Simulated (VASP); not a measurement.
A run of VASP 6.6.1 is set up as follows.

Contents of INCAR:

```
SYSTEM = Se
PREC     = Accurate       ! precision mode
ENCUT    = 520            ! plane-wave cutoff, eV
EDIFF    = 1E-7           ! SCF threshold, eV
ISMEAR   = -1             ! smearing method
SIGMA    = 0.05           ! smearing width, eV
LREAL    = .False.        ! projectors in reciprocal space
LASPH    = .True.         ! aspherical terms in the spheres
NELM     = 100            ! most SCF steps
ALGO     = Normal         ! electronic algorithm
ISIF     = 2              ! what is computed and relaxed
LWAVE    = .False.        ! write WAVECAR
LCHARG   = .False.        ! write CHGCAR
GGA      = CA             ! functional
NBANDS   = 13             ! bands
```

KPOINTS

```
Automatic mesh
0
Gamma
  9 9 9
  0 0 0
```

The input POSCAR:

```
Se
1.0
    0.0000000000      2.9719609764      2.9719609764
    2.9719609764      0.0000000000      2.9719609764
    2.9719609764      2.9719609764      0.0000000000
Se
2
Direct
   -0.1700000000     -0.1100000000     -0.1100000000
    0.1700000000      0.1100000000      0.1100000000
```

Potentials or basis: VASP PAW LDA potentials, release 64 (Se).

Run with:

```bash
$ cat potpaw_LDA.64/Se/POTCAR > POTCAR
$ mpirun -np 1 vasp_std > vasp.out
```

Problem. What does it give for the largest force?

Solution. 0.714 eV/Å.

Problem. What does it give for the pressure?

Solution. 8.1 GPa.

Problem. What does it give for the band gap on the k mesh?

Solution. Zero (bands 6 and 7 overlap by 2.41 eV).

Forces on the atoms (eV/Å):
```
Se   0.412 -0.412 -0.412
Se  -0.412  0.412  0.412
```

Caveat: the cell differs from its parent crystal (shortest bond scaled by 0.88); the cell stands under pressure.
